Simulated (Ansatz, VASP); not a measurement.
# I: VASP beside Ansatz

```
I
1.0
     3.95079   -2.58821    0.00000
     3.95079    2.58821    0.00000
     0.00000    0.00000   10.43895
I
4
Direct
  0.13354 0.86646 0.11195
  0.63354 0.36646 0.38805
  0.86646 0.13354 0.88805
  0.36646 0.63354 0.61195
```

Alike in both runs: task single point; functional PBEsol; k mesh 6 × 6 × 4; occupations gaussian, width 0.02 eV; no spin polarisation.

|  | VASP | Ansatz |
| --- | --- | --- |
| version | VASP 6.6.1 | Ansatz 0.2.0 |
| potentials or method | VASP PAW PBE potentials, release 64 (I), cutoff 500 eV | scalar-relativistic, plane waves, PAW |
| valence electrons in the cell | 28 | 68 |

Ansatz gave:

```
gap on the k mesh at the Fermi level (eV)                     : 1.18
least direct gap on the mesh (eV)                             : 1.18
pressure (GPa)                                                : -1.3
traceless stress, the component that is largest in VASP (GPa) : 0.93
rms of the force components (eV/Å)                            : 0.105
```

Estimate VASP's values.

gap on the k mesh at the Fermi level (eV): 1.18; least direct gap on the mesh (eV): 1.18; pressure (GPa): -1.3; traceless stress, the component that is largest in VASP (GPa): 0.92; rms of the force components (eV/Å): 0.105.

VASP's potentials were made for PBE, not for PBEsol. Atom by atom the forces differ by 0.001 eV/Å (rms over components). VASP's potentials hold 28 valence electrons a cell and Ansatz's 68, so a difference there can come from the potentials and not from the codes.

Spin-orbit coupling is off throughout.
